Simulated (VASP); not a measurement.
A run of VASP 6.6.1:

INCAR

```
ALGO     = Normal         # electronic algorithm
EDIFF    = 1E-6           # SCF threshold, eV
ENCUT    = 520            # plane-wave cutoff, eV
GGA      = PS             # functional
GGA_COMPAT= False        
ISIF     = 2              # what is computed and relaxed
ISMEAR   = -1             # smearing method
LASPH    = True           # aspherical terms in the spheres
LCHARG   = True           # write CHGCAR
LELF     = True           # ELF
LREAL    = False          # projectors in reciprocal space
LVHAR    = True         
LWAVE    = False          # write WAVECAR
NBANDS   = 64             # bands
NELM     = 120            # most SCF steps
PREC     = Accurate       # precision mode
SIGMA    = 0.05           # smearing width, eV
```

File KPOINTS:

```
k-points
0
Gamma
  2 2 1
```

The input POSCAR:

```
Ti4GeO7
1.0
    4.5914140000      0.0000000000      0.0000000000
    0.0000000000      4.5914140000      0.0000000000
    0.0000000000      0.0000000000      5.8777420000
Ti O Ge
4 7 1
Direct
    0.0048450000      0.0030780000      0.9977000000
    0.9980710000      0.9947560000      0.5042900000
    0.4916210000      0.4999170000      0.2507080000
    0.4984540000      0.5014520000      0.7501960000
    0.3015220000      0.2980480000      0.0004790000
    0.6957780000      0.6942540000      0.0007880000
    0.6969900000      0.6929650000      0.4959460000
    0.1989420000      0.8100220000      0.2493020000
    0.2035580000      0.8070580000      0.7470760000
    0.8068410000      0.1956040000      0.2513740000
    0.8021870000      0.1993850000      0.7499090000
    0.3040790000      0.3147750000      0.5024520000
```

Potentials or basis: VASP PAW PBE potentials, release 64 (Ti_sv, O, Ge_d).

Run with:

```console
$ cat potpaw_PBE.64/Ti_sv/POTCAR potpaw_PBE.64/O/POTCAR potpaw_PBE.64/Ge_d/POTCAR > POTCAR
$ mpirun -np 1 vasp_std > vasp.out
```

Hardware: 1 thread of Intel Xeon 8259CL (shared host).

Question: Estimate the wall time of this run.

Answer: Wall time 110 s on 1 thread of Intel Xeon 8259CL, on a shared host, peak memory 0.24 GiB. Counts: scf iterations 18, k points 4.
